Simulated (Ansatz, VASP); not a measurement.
## MgSb2: VASP beside Ansatz

INCAR

```
SYSTEM = MgSb2
ALGO = Normal
EDIFF = 1E-6
ENCUT = 520
GGA = PS
ISIF = 2
ISMEAR = -1
IVDW = 13
LASPH = .TRUE.
LCHARG = .FALSE.
LREAL = .FALSE.
LWAVE = .FALSE.
NBANDS = 21
NELM = 100
PREC = Accurate
SIGMA = 0.1
```

KPOINTS

```
k-points
0
G
  4 4 4
  0 0 0
```

File POSCAR:

```
MgSb2
1.0
    4.8122430714     -3.0128294923      0.0000000000
    4.8122430714      3.0128294923      0.0000000000
    0.0000000000      0.0000000000      5.7437595237
Mg Sb
2 4
Direct
    0.3158830000      0.6841170000      0.7500000000
    0.6841170000      0.3158830000      0.2500000000
    0.6345660000      0.0337820000      0.7500000000
    0.9662180000      0.3654340000      0.7500000000
    0.0337820000      0.6345660000      0.2500000000
    0.3654340000      0.9662180000      0.2500000000
```

Input for Ansatz:

```yaml
crystal:
  lattice:
    - [4.812243071376264, -3.0128294923360044, 0.0]
    - [4.812243071376264, 3.0128294923360044, 0.0]
    - [0.0, 0.0, 5.743759523711404]
  atoms:
    - { symbol: Mg, position: [0.315883, 0.684117, 0.75] }
    - { symbol: Mg, position: [0.684117, 0.315883, 0.25] }
    - { symbol: Sb, position: [0.634566, 0.033782, 0.75] }
    - { symbol: Sb, position: [0.966218, 0.365434, 0.75] }
    - { symbol: Sb, position: [0.033782, 0.634566, 0.25] }
    - { symbol: Sb, position: [0.365434, 0.966218, 0.25] }
basis:
  ecutwfc: 500.0
kpoints:
  mp_grid:
    grid: [4, 4, 4]
hamiltonian:
  xc: pbesol
  dispersion: d4
  pseudopotentials:
    kind: paw
scf:
  max_iter: 100
  mixing:
    algorithm: broyden
  occupations:
    method: fermi_dirac
    width: 0.1
output:
  stress: true
```

Alike in both runs: task single point; functional PBEsol; dispersion D4; k mesh 4 × 4 × 4; occupations fermi-dirac, width 0.1 eV; no spin polarisation.

|  | VASP | Ansatz |
| --- | --- | --- |
| version | VASP 6.6.1 | Ansatz 0.2.0 |
| potentials or method | VASP PAW PBE potentials, release 64 (Mg, Sb), cutoff 520 eV | plane waves, PAW |
| valence electrons in the cell | 24 | 80 |

```csv
,VASP,Ansatz,Ansatz less VASP
pressure (GPa),-6.3,-6.3,+0.01
"traceless stress, the component that is largest in VASP (GPa)",-0.58,-0.56,+0.014
```

VASP's potentials were made for PBE, not for PBEsol. VASP's potentials hold 24 valence electrons a cell and Ansatz's 80, so a difference there can come from the potentials and not from the codes.

Neither program's run includes spin-orbit coupling.
